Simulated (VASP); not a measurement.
The system is Sb.

```
CELL_PARAMETERS angstrom
4.46651 0.00000 0.00000
0.00000 4.36135 0.00000
-1.30267 0.00000 6.27833
ATOMIC_POSITIONS crystal
Sb 0.33993 0.25000 0.68367
Sb 0.93664 0.75000 0.76276
Sb 0.06336 0.25000 0.23724
Sb 0.66007 0.75000 0.31633
```

Base run:

| Quantity | Value |
| --- | --- |
| Program | VASP 6.6.1 |
| Functional | r2SCAN |
| Potentials or basis | VASP PAW PBE potentials, release 64 (Sb) |
| Cutoff | 520 eV |
| k mesh | 6 × 6 × 4 |
| Occupations | fermi-dirac, width 0.05 eV |
| Spin | no spin polarisation |

Its results: band gap on the k mesh zero (band 10 reaches 7.20 eV, above the bottom of band 11 at 6.42 eV); pressure 1.6 GPa; largest force 0.207 eV/Å.

Problem. The run is repeated on the same cell with these changes: functional from r2SCAN to PBEsol. What comes out?

Solution. Band gap on the k mesh zero (band 10 reaches 7.04 eV, above the bottom of band 11 at 6.37 eV); pressure -0.2 GPa; largest force 0.284 eV/Å.

Caveats: the PAW data sets were made with another functional, which shifts forces and pressure a little; spin-orbit coupling is left out, which moves the levels of the heavy elements.
